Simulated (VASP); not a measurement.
# Mg (Im-3m) in VASP: a series of runs, part 2 of 2

VASP 6.6.1. Earlier steps stand in the parts before.

### Step 4. Electric field gradients, LDA (volume scaled by 1.04)

The input, INCAR:

```
PREC = Accurate ; ENCUT = 520
EDIFF = 1E-8 ; ISMEAR = -1
SIGMA = 0.03 ; LREAL = False
LASPH = True ; NELM = 80
ALGO = Normal ; ISIF = 2
LWAVE = False ; LCHARG = False
LEFG = True ; NBANDS = 7
```

The input, KPOINTS:

```
Automatic mesh
0
Gamma
  19 19 19
```

The input, POSCAR:

```
Mg
1.0
   -1.4959298597      1.4959298597      1.4959298597
    1.4959298597     -1.4959298597      1.4959298597
    1.4959298597      1.4959298597     -1.4959298597
Mg
1
Direct
    0.0000000000      0.0000000000      0.0000000000
```

Potentials or basis: VASP PAW LDA potentials, release 64 (Mg).

The run is started by

```sh
$ cat potpaw_LDA.64/Mg/POTCAR > POTCAR
$ mpirun -np 1 vasp_std > vasp.out
```

OUTCAR:

```text
PREC = Accurate
   ENCUT = 520
   EDIFF = 1E-8
   ISMEAR = -1
   LREAL = False
   LASPH = True
   NELM = 80
   ISIF = 2

 ion  position               nearest neighbor table
   1  0.000  0.000  0.000-

  LATTYP: Found a body centered cubic cell.
 ALAT       =     2.9918597194

  Lattice vectors:

 A1 = (  -1.4959298597,   1.4959298597,   1.4959298597)
 A2 = (   1.4959298597,  -1.4959298597,   1.4959298597)
 A3 = (   1.4959298597,   1.4959298597,  -1.4959298597)

Analysis of symmetry for initial positions (statically):
=====================================================================
 Subroutine PRICEL returns:
 Original cell was already a primitive cell.

 Routine SETGRP: Setting up the symmetry group for a
 body centered cubic supercell.

 Subroutine GETGRP returns: Found 48 space group operations
 (whereof 48 operations were pure point group operations)
 out of a pool of 48 trial point group operations.

The static configuration has the point symmetry O_h .

Analysis of symmetry for dynamics (positions and initial velocities):
=====================================================================
 Subroutine PRICEL returns:
 Original cell was already a primitive cell.

 Routine SETGRP: Setting up the symmetry group for a
 body centered cubic supercell.

 Subroutine GETGRP returns: Found 48 space group operations
 (whereof 48 operations were pure point group operations)
 out of a pool of 48 trial point group operations.

The dynamic configuration has the point symmetry O_h .

 Subroutine INISYM returns: Found 48 space group operations
 (whereof 48 operations are pure point group operations),
 and found     1 'primitive' translations

----------------------------------------------------------------------------------------

                                     Primitive cell

  volume of cell :      13.3904

  direct lattice vectors                    reciprocal lattice vectors
    -1.495929860  1.495929860  1.495929860     0.000000000  0.334240270  0.334240270
     1.495929860 -1.495929860  1.495929860     0.334240270  0.000000000  0.334240270
     1.495929860  1.495929860 -1.495929860     0.334240270  0.334240270  0.000000000

  length of vectors
     2.591026522  2.591026522  2.591026522     0.472687123  0.472687123  0.472687123

  position of ions in fractional coordinates (direct lattice)
     0.000000000  0.000000000  0.000000000

  ion indices of the primitive-cell ions
   primitive index   ion index
                 1           1

----------------------------------------------------------------------------------------

 KPOINTS: Automatic mesh

Automatic generation of k-mesh.
 Grid dimensions read from file:
 generate k-points for:   19   19   19

 Generating k-lattice:

  Cartesian coordinates                     Fractional coordinates (reciprocal lattice)
     0.000000000  0.017591593  0.017591593     0.052631579  0.000000000  0.000000000
[... 59 lines left out ...]
   EDIFF  = 0.1E-07   stopping-criterion for ELM
   LREAL  =      F    real-space projection
   EDIFFG = 0.1E-06   stopping-criterion for IOM
   NSW    =      0    number of steps for IOM
   IBRION =     -1    ionic relax: 0-MD 1-quasi-New 2-CG
   NFREE  =      0    steps in history (QN), initial steepest desc. (CG)
   ISIF   =      2    stress and relaxation
   ISYM   =      2    0-nonsym 1-usesym 2-fastsym
   POTIM  = 0.5000    time-step for ionic-motion
   TEBEG  =    0.0;   TEEND  =   0.0 temperature during run
   PSTRESS=    0.0 pullay stress
   NELECT =       2.0000    total number of electrons
   NUPDOWN=      -1.0000    fix difference up-down
   EMIN   =  10.00;   EMAX   =-10.00  energy-range for DOS
   EFERMI =   0.00;   METHOD = LEGACY
   ISMEAR =    -1;   SIGMA  =   0.03  broadening in eV -4-tet -1-fermi 0-gaus
   EFERMI_NEDOS =   21; number of points for ismear=-14 and -15
   IALGO  =     38    algorithm
   IMIX   =      4    mixing-type and parameters
     AMIX     =   0.40;   BMIX     =  1.00
     AMIX_MAG =   1.60;   BMIX_MAG =  1.00
  volume/ion in A,a.u.               =      13.39        90.36
  Fermi-wavevector in a.u.,A,eV,Ry     =   0.868601  1.641418 10.265154  0.754467
  Thomas-Fermi vector in A             =   1.987303
   LORBIT       =      0    0 simple, 1 ext, 2 COOP (PROOUT), +10 PAW based schemes
   GGA     = CA    functional components
   LHFCALC =     F    Hartree Fock is set to
   AEXX    =    0.0000 exact exchange contribution
   IVDW    =     0    specifies the selected vdW correction
   LEPSILON=     F    determine dielectric tensor
   LRPA    =     F    only Hartree local field effects (RPA)
 non-spin polarized calculation
  energy-cutoff  :      520.00
  volume of cell :       13.39
 maximum number of plane-waves:       372
   NGX =  9   NGY =  9   NGZ =  9

 number of electron       2.0000000 magnetization

 Free energy of the ion-electron system (eV)
  ---------------------------------------------------
  ext. energy  EPLUGINS =         0.00000000
  ---------------------------------------------------
  free energy    TOTEN  =        -0.97320748 eV

  energy without entropy =       -0.97225136  energy(sigma->0) =       -0.97272942

 E-fermi :   6.1061     XC(G=0): -10.6055

 val. band max:        6.0752280829   @ k =   0.3684   0.1579   0.1053
 cond. band min:       6.1102030359   @ k =   0.3684   0.1053   0.1053
 fundamental gap:      0.0349749529
 Fermi energy:         6.1061212820

 k-point     1 :       0.0000    0.0000    0.0000
  band No.  band energies     occupation
      1      -3.5443      2.00000
      2      22.9856      0.00000
      3      22.9856      0.00000
      4      22.9856      0.00000
      5      25.7871      0.00000
      6      25.7871      0.00000
      7      27.6718      0.00000
[... 221 lines left out ...]
 k-point    24 :       0.3158    0.1053    0.0000
  band No.  band energies     occupation
      1       1.1266      2.00000
      2       9.0967      0.00000
      3      15.1020      0.00000
      4      19.8232      0.00000
      5      22.0171      0.00000
      6      25.6871      0.00000
      7      29.1832      0.00000

 [... further k-points ...]
[... 5 lines left out ...]
  --------------------------------------------------------------------------------------
  -------------------------------------------------------------------------------------
  Total        3.9923042      3.9923042      3.9923042     -0.0000000      0.0000000     -0.0000000
  in kB      477.6838116    477.6838116    477.6838116     -0.0000000      0.0000000     -0.0000000
  external PRESSURE =     477.6838116 kB  Pullay stress =       0.0000000 kB

 VOLUME and BASIS-vectors are now :
 -----------------------------------------------------------------------------
  energy-cutoff  :      520.00
  volume of cell :       13.39
      direct lattice vectors                 reciprocal lattice vectors
    -1.495929860  1.495929860  1.495929860     0.000000000  0.334240270  0.334240270
     1.495929860 -1.495929860  1.495929860     0.334240270  0.000000000  0.334240270
     1.495929860  1.495929860 -1.495929860     0.334240270  0.334240270  0.000000000

 POSITION                                       TOTAL-FORCE (eV/Angst)
 -----------------------------------------------------------------------------------
      0.00000      0.00000      0.00000        -0.000000     -0.000000     -0.000000
 -----------------------------------------------------------------------------------
    total drift:                                0.000000      0.000000     -0.000000

  FREE ENERGIE OF THE ION-ELECTRON SYSTEM (eV)
  ---------------------------------------------------
  free  energy   TOTEN  =        -0.9732074756 eV

  energy  without entropy=       -0.9722513645  energy(sigma->0) =       -0.97272942

 Electric field gradients (V/A^2)
---------------------------------------------------------------------
 ion       V_xx      V_yy      V_zz      V_xy      V_xz      V_yz
---------------------------------------------------------------------
   1      -0.000     0.000     0.000    -0.000    -0.000    -0.000
---------------------------------------------------------------------

 Electric field gradients after diagonalization (V/A^2)
 (convention: |V_zz| > |V_xx| > |V_yy|)
----------------------------------------------------------------------
 ion       V_xx      V_yy      V_zz     asymmetry (V_yy - V_xx)/ V_zz
----------------------------------------------------------------------
   1       0.000     0.000    -0.000       0.000
----------------------------------------------------------------------

           NMR quadrupolar parameters

 Cq : quadrupolar parameter    Cq=e*Q*V_zz/h
 eta: asymmetry parameters     (V_yy - V_xx)/ V_zz
 Q  : nuclear electric quadrupole moment in mb (millibarn)
----------------------------------------------------------------------
 ion       Cq(MHz)       eta       Q (mb)
----------------------------------------------------------------------
   1      -0.000       0.000       1.000
----------------------------------------------------------------------
```

OSZICAR:

```text
N       E                     dE             d eps       ncg     rms          rms(c)
DAV:   1    -0.109140473314E+00   -0.10914E+00   -0.91740E+02  3472   0.203E+02
DAV:   2    -0.101030958959E+01   -0.90117E+00   -0.87034E+00  4235   0.142E+01
DAV:   3    -0.101277779286E+01   -0.24682E-02   -0.24678E-02  3591   0.805E-01
DAV:   4    -0.101278086601E+01   -0.30732E-05   -0.30738E-05  4494   0.214E-02
DAV:   5    -0.101278087454E+01   -0.85266E-08   -0.76296E-08  3724   0.625E-04    0.730E-01
DAV:   6    -0.988307992292E+00    0.24473E-01   -0.25186E-04  3661   0.987E-02    0.465E-01
DAV:   7    -0.973343620121E+00    0.14964E-01   -0.60519E-04  3276   0.153E-01    0.191E-02
DAV:   8    -0.973216534323E+00    0.12709E-03   -0.18353E-05  4018   0.259E-02    0.568E-03
DAV:   9    -0.973207887746E+00    0.86466E-05   -0.37810E-06  3584   0.114E-02    0.661E-04
DAV:  10    -0.973207476768E+00    0.41098E-06   -0.73273E-08  3682   0.165E-03    0.635E-05
DAV:  11    -0.973207475615E+00    0.11532E-08   -0.30637E-10  2807   0.115E-04
   1 F= -.97320748E+00 E0= -.97272942E+00  d E =-.956111E-03
```

It took 12 s on 1 thread of Intel Xeon Platinum 8559C (Emerald Rapids), shared host; peak memory 0.13 GiB.

What came out:

```
Free energy            : -0.9732 eV
Pressure               : 47.8 GPa
Band gap on the k mesh : zero (band 1 reaches 9.42 eV, above the bottom of band 2 at 5.18 eV)
```

Caveat: without QUAD_EFG the Cq values of the log hold for a quadrupole moment of 1 mb, not for the nuclei.
